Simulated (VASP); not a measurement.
# NaI (Fm-3m) in VASP: single point with r2SCAN

Aim: the single point of NaI with r2SCAN.

Program: VASP 6.6.1. These are calculated values, not measurements. Logs are shortened: lines on timing, memory, paths and dates and some standing lists are left out, and cuts for length are marked.

### 1 The cell of the first run

It takes space group Fm-3m (No. 225, cubic). Conventional cell: a = 6.650 Å, b = 6.650 Å, c = 6.650 Å, α = 90.00°, β = 90.00°, γ = 90.00°. Within 4.4 Å of Na (site symmetry m-3m) lie 6 I at 3.32 Å. I (site symmetry m-3m) has 6 Na at 3.32 Å within 4.4 Å.

### 2 Single point, r2SCAN

Contents of POSCAR:

```
NaI
1.0
    0.0000000000      3.3248470000      3.3248470000
    3.3248470000      0.0000000000      3.3248470000
    3.3248470000      3.3248470000      0.0000000000
Na I
1 1
Direct
    0.0000000000      0.0000000000      0.0000000000
    0.5000000000      0.5000000000      0.5000000000
```

Contents of INCAR.step1:

```
SYSTEM = NaI
PREC     = Accurate       ! precision mode
ENCUT    = 550            ! plane-wave cutoff, eV
ISMEAR   = 0              ! smearing method
SIGMA    = 0.2439         ! smearing width, eV
LREAL    = .FALSE.        ! projectors in reciprocal space
LASPH    = .TRUE.         ! aspherical terms in the spheres
NELM     = 120            ! most SCF steps
NBANDS   = 14             ! bands
GGA      = PE             ! functional
ALGO     = Normal         ! electronic algorithm
EDIFF    = 1E-5           ! SCF threshold, eV
LWAVE    = .TRUE.         ! write WAVECAR
LCHARG   = .FALSE.        ! write CHGCAR
GGA_COMPAT= .FALSE.
```

Contents of INCAR.step2:

```
SYSTEM = NaI
PREC     = Accurate       ! precision mode
ENCUT    = 550            ! plane-wave cutoff, eV
EDIFF    = 1E-6           ! SCF threshold, eV
ISMEAR   = 0              ! smearing method
SIGMA    = 0.2439         ! smearing width, eV
LREAL    = .FALSE.        ! projectors in reciprocal space
LASPH    = .TRUE.         ! aspherical terms in the spheres
NELM     = 120            ! most SCF steps
ALGO     = Normal         ! electronic algorithm
ISIF     = 2              ! what is computed and relaxed
LWAVE    = .FALSE.        ! write WAVECAR
LCHARG   = .TRUE.         ! write CHGCAR
METAGGA  = R2SCAN         ! meta-GGA
LMIXTAU  = .TRUE.       
LELF     = .TRUE.         ! ELF
LVHAR    = .TRUE.       
NBANDS   = 14             ! bands
ISTART   = 1            
GGA_COMPAT= .FALSE.
```

Contents of KPOINTS:

```
Automatic mesh
0
G
  7 7 7
  0 0 0
```

Potentials or basis: VASP PAW PBE potentials, release 64 (Na_pv, I).

Launch:

```console
$ cat potpaw_PBE.64/Na_pv/POTCAR potpaw_PBE.64/I/POTCAR > POTCAR
$ cp INCAR.step1 INCAR
$ mpirun -np 1 vasp_std > vasp.out
$ cp INCAR.step2 INCAR
$ mpirun -np 1 vasp_std > vasp.out
```

OUTCAR:

```text
SYSTEM = NaI
   PREC = Accurate
   ENCUT = 550
   EDIFF = 1E-6
   ISMEAR = 0
   LREAL = .FALSE.
   LASPH = .TRUE.
   NELM = 120
   ISIF = 2
   METAGGA = R2SCAN
   ISTART = 1

 ion  position               nearest neighbor table
   1  0.000  0.000  0.000-
   2  0.500  0.500  0.500-

  LATTYP: Found a face centered cubic cell.
 ALAT       =     6.6496940000

  Lattice vectors:

 A1 = (   0.0000000000,   3.3248470000,   3.3248470000)
 A2 = (   3.3248470000,   0.0000000000,   3.3248470000)
 A3 = (   3.3248470000,   3.3248470000,   0.0000000000)

Analysis of symmetry for initial positions (statically):
=====================================================================
 Subroutine PRICEL returns:
 Original cell was already a primitive cell.

 Routine SETGRP: Setting up the symmetry group for a
 face centered cubic supercell.

 Subroutine GETGRP returns: Found 48 space group operations
 (whereof 48 operations were pure point group operations)
 out of a pool of 48 trial point group operations.

The static configuration has the point symmetry O_h .

Analysis of symmetry for dynamics (positions and initial velocities):
=====================================================================
 Subroutine PRICEL returns:
 Original cell was already a primitive cell.

 Routine SETGRP: Setting up the symmetry group for a
 face centered cubic supercell.

 Subroutine GETGRP returns: Found 48 space group operations
 (whereof 48 operations were pure point group operations)
 out of a pool of 48 trial point group operations.

The dynamic configuration has the point symmetry O_h .

 Subroutine INISYM returns: Found 48 space group operations
 (whereof 48 operations are pure point group operations),
 and found     1 'primitive' translations

----------------------------------------------------------------------------------------

                                     Primitive cell

  volume of cell :      73.5098

  direct lattice vectors                    reciprocal lattice vectors
     0.000000000  3.324847000  3.324847000    -0.150382860  0.150382860  0.150382860
     3.324847000  0.000000000  3.324847000     0.150382860 -0.150382860  0.150382860
     3.324847000  3.324847000  0.000000000     0.150382860  0.150382860 -0.150382860

  length of vectors
     4.702043720  4.702043720  4.702043720     0.260470754  0.260470754  0.260470754

  position of ions in fractional coordinates (direct lattice)
     0.000000000  0.000000000  0.000000000
     0.500000000  0.500000000  0.500000000

  ion indices of the primitive-cell ions
   primitive index   ion index
                 1           1
                 2           2

----------------------------------------------------------------------------------------

 KPOINTS: Automatic mesh

Automatic generation of k-mesh.
 Grid dimensions read from file:
 generate k-points for:    7    7    7

 Generating k-lattice:

  Cartesian coordinates                     Fractional coordinates (reciprocal lattice)
    -0.021483266  0.021483266  0.021483266     0.142857143  0.000000000  0.000000000
     0.021483266 -0.021483266  0.021483266     0.000000000  0.142857143  0.000000000
     0.021483266  0.021483266 -0.021483266     0.000000000  0.000000000  0.142857143

  Length of vectors
     0.037210108  0.037210108  0.037210108

  Shift w.r.t. Gamma in fractional coordinates (k-lattice)
     0.000000000  0.000000000  0.000000000

 Subroutine IBZKPT returns following result:
 ===========================================

 Found     20 irreducible k-points:

 Following reciprocal coordinates:
            Coordinates               Weight
  0.000000  0.000000  0.000000      1.000000
  0.142857  0.000000  0.000000      8.000000
  0.285714  0.000000  0.000000      8.000000
  0.428571  0.000000  0.000000      8.000000
  0.142857  0.142857  0.000000      6.000000
  0.285714  0.142857  0.000000     24.000000
[... 12 lines left out ...]
 -0.428571  0.428571  0.142857     24.000000
 -0.285714  0.428571  0.142857     24.000000
   k-points           NKPTS =     20   k-points in BZ     NKDIM =     20   number of bands    NBANDS=     14
   number of dos      NEDOS =    301   number of ions     NIONS =      2
   total plane-waves  NPLWV =  46656
   dimension x,y,z NGX =    36 NGY =   36 NGZ =   36
   dimension x,y,z NGXF=    72 NGYF=   72 NGZF=   72
   ions per type =               1   1
   NGX,Y,Z   is equivalent  to a cutoff of  12.73, 12.73, 12.73 a.u.
   NGXF,Y,Z  is equivalent  to a cutoff of  25.46, 25.46, 25.46 a.u.
 SYSTEM =  NaI
   PREC   = accura    normal or accurate (medium, high low for compatibility)
   ISTART =      1    job   : 0-new  1-cont  2-samecut
   ICHARG =      0    charge: 1-file 2-atom 10-const
   ISPIN  =      1    spin polarized calculation?
   LNONCOLLINEAR =      F non collinear calculations
   LSORBIT =      F    spin-orbit coupling
   LASPH  =      T    aspherical Exc in radial PAW
   ENCUT  =  550.0 eV  40.42 Ry    6.36 a.u.   8.99  8.99  8.99*2*pi/ulx,y,z
   NELM   =    120;   NELMIN=  2; NELMDL=  0     # of ELM steps
   EDIFF  = 0.1E-05   stopping-criterion for ELM
   LREAL  =      F    real-space projection
   EDIFFG = 0.1E-04   stopping-criterion for IOM
   NSW    =      0    number of steps for IOM
   IBRION =     -1    ionic relax: 0-MD 1-quasi-New 2-CG
   NFREE  =      0    steps in history (QN), initial steepest desc. (CG)
   ISIF   =      2    stress and relaxation
   ISYM   =      2    0-nonsym 1-usesym 2-fastsym
   POTIM  = 0.5000    time-step for ionic-motion
   TEBEG  =    0.0;   TEEND  =   0.0 temperature during run
   PSTRESS=    0.0 pullay stress
   NELECT =      14.0000    total number of electrons
   NUPDOWN=      -1.0000    fix difference up-down
   EMIN   =  10.00;   EMAX   =-10.00  energy-range for DOS
   EFERMI =   0.00;   METHOD = LEGACY
   ISMEAR =     0;   SIGMA  =   0.24  broadening in eV -4-tet -1-fermi 0-gaus
   EFERMI_NEDOS =   21; number of points for ismear=-14 and -15
   IALGO  =     38    algorithm
   IMIX   =      4    mixing-type and parameters
     AMIX     =   0.40;   BMIX     =  1.00
     AMIX_MAG =   1.60;   BMIX_MAG =  1.00
  volume/ion in A,a.u.               =      36.75       248.03
  Fermi-wavevector in a.u.,A,eV,Ry     =   0.941895  1.779924 12.070630  0.887166
  Thomas-Fermi vector in A             =   2.069451
   LORBIT       =      0    0 simple, 1 ext, 2 COOP (PROOUT), +10 PAW based schemes
   METAGGA = R2SCAN    functional components
   LHFCALC =     F    Hartree Fock is set to
   AEXX    =    0.0000 exact exchange contribution
   IVDW    =     0    specifies the selected vdW correction
   LEPSILON=     F    determine dielectric tensor
   LRPA    =     F    only Hartree local field effects (RPA)
 non-spin polarized calculation
 Gauss-broadening in eV      SIGMA  =   0.24
  energy-cutoff  :      550.00
  volume of cell :       73.51
 maximum number of plane-waves:      2170
   NGX = 17   NGY = 17   NGZ = 17

 number of electron      14.0000009 magnetization

 Free energy of the ion-electron system (eV)
  ---------------------------------------------------
  ext. energy  EPLUGINS =         0.00000000
  ---------------------------------------------------
  free energy    TOTEN  =       -31.05916361 eV

  energy without entropy =      -31.05916361  energy(sigma->0) =      -31.05916361

 E-fermi :   1.0475     XC(G=0):  -7.7267

 val. band max:       -0.0530228623   @ k =   0.0000   0.0000   0.0000
 cond. band min:       4.1543136136   @ k =   0.0000   0.0000   0.0000
 fundamental gap:      4.2073364759
 Fermi energy:         1.0475017826

 k-point     1 :       0.0000    0.0000    0.0000
  band No.  band energies     occupation
      1     -23.4047      2.00000
      2     -23.4047      2.00000
      3     -23.4047      2.00000
      4     -11.2016      2.00000
      5      -0.0530      2.00000
      6      -0.0530      2.00000
      7      -0.0530      2.00000
      8       4.1543      0.00000
      9       8.4127      0.00000
     10       8.4127      0.00000
     11       8.4127      0.00000
     12      10.1417      0.00000
     13      10.1417      0.00000
     14      10.9562      0.00000

 k-point     2 :       0.1429    0.0000    0.0000
  band No.  band energies     occupation
      1     -23.4053      2.00000
      2     -23.4048      2.00000
      3     -23.4047      2.00000
      4     -11.1551      2.00000
      5      -0.5335      2.00000
      6      -0.1030      2.00000
      7      -0.1030      2.00000
      8       4.7346      0.00000
      9       7.9854      0.00000
     10       8.5814      0.00000
     11       8.5814      0.00000
     12       9.7128      0.00000
     13       9.7128      0.00000
     14      11.4450      0.00000

 k-point     3 :       0.2857    0.0000    0.0000
  band No.  band energies     occupation
      1     -23.4067      2.00000
      2     -23.4048      2.00000
      3     -23.4048      2.00000
      4     -11.0463      2.00000
      5      -1.3573      2.00000
      6      -0.2100      2.00000
      7      -0.2100      2.00000
      8       5.4984      0.00000
      9       8.0598      0.00000
     10       8.3350      0.00000
     11       8.3350      0.00000
     12      10.2579      0.00000
     13      10.2579      0.00000
     14      10.8392      0.00000
[... 256 lines left out ...]
 k-point    19 :      -0.4286    0.4286    0.1429
  band No.  band energies     occupation
      1     -23.4069      2.00000
      2     -23.4060      2.00000
      3     -23.4057      2.00000
      4     -10.8828      2.00000
      5      -1.5743      2.00000
      6      -0.9154      2.00000
      7      -0.7314      2.00000
      8       5.8296      0.00000
      9       6.8007      0.00000
     10       8.5559      0.00000
     11       9.8148      0.00000
     12      11.5184      0.00000
     13      12.4493      0.00000
     14      13.3869      0.00000

 k-point    20 :      -0.2857    0.4286    0.1429
  band No.  band energies     occupation
      1     -23.4065      2.00000
      2     -23.4065      2.00000
      3     -23.4056      2.00000
      4     -10.8734      2.00000
      5      -1.3580      2.00000
      6      -1.2941      2.00000
      7      -0.7052      2.00000
      8       6.2504      0.00000
      9       7.4374      0.00000
     10       8.3111      0.00000
     11       8.7594      0.00000
     12      11.3594      0.00000
     13      11.9873      0.00000
     14      13.8705      0.00000

------------------------ aborting loop because EDIFF is reached ----------------------------------------

  FORCE on cell =-STRESS in cart. coord.  units (eV):
  Direction    XX          YY          ZZ          XY          YZ          ZX
  --------------------------------------------------------------------------------------
  -------------------------------------------------------------------------------------
  Total       -0.5885593     -0.5885593     -0.5885593      0.0000000     -0.0000000      0.0000000
  in kB      -12.8279071    -12.8279071    -12.8279071      0.0000000     -0.0000000      0.0000000
  external PRESSURE =     -12.8279071 kB  Pullay stress =       0.0000000 kB

 VOLUME and BASIS-vectors are now :
 -----------------------------------------------------------------------------
  energy-cutoff  :      550.00
  volume of cell :       73.51
      direct lattice vectors                 reciprocal lattice vectors
     0.000000000  3.324847000  3.324847000    -0.150382860  0.150382860  0.150382860
     3.324847000  0.000000000  3.324847000     0.150382860 -0.150382860  0.150382860
     3.324847000  3.324847000  0.000000000     0.150382860  0.150382860 -0.150382860

 POSITION                                       TOTAL-FORCE (eV/Angst)
 -----------------------------------------------------------------------------------
      0.00000      0.00000      0.00000        -0.000000      0.000000      0.000000
      3.32485      3.32485      3.32485         0.000000     -0.000000     -0.000000
 -----------------------------------------------------------------------------------
    total drift:                                0.000000      0.000000      0.000000

  FREE ENERGIE OF THE ION-ELECTRON SYSTEM (eV)
  ---------------------------------------------------
  free  energy   TOTEN  =       -31.0591636112 eV

  energy  without entropy=      -31.0591636112  energy(sigma->0) =      -31.05916361
```

It took 33 s on 1 thread of Intel Xeon 6975P-C (Granite Rapids), shared host; peak memory 0.22 GiB.

Results:

| Quantity | Value |
| --- | --- |
| Free energy | -31.0592 eV |
| Pressure | -1.3 GPa |
| Band gap on the k mesh | 4.21 eV, direct |

Caveat: the PAW data sets were made with another functional, which shifts forces and pressure a little; spin-orbit coupling is left out, which moves the levels of the heavy elements. r2SCAN opens gaps a little over a GGA but as a rule still falls short of measured ones.
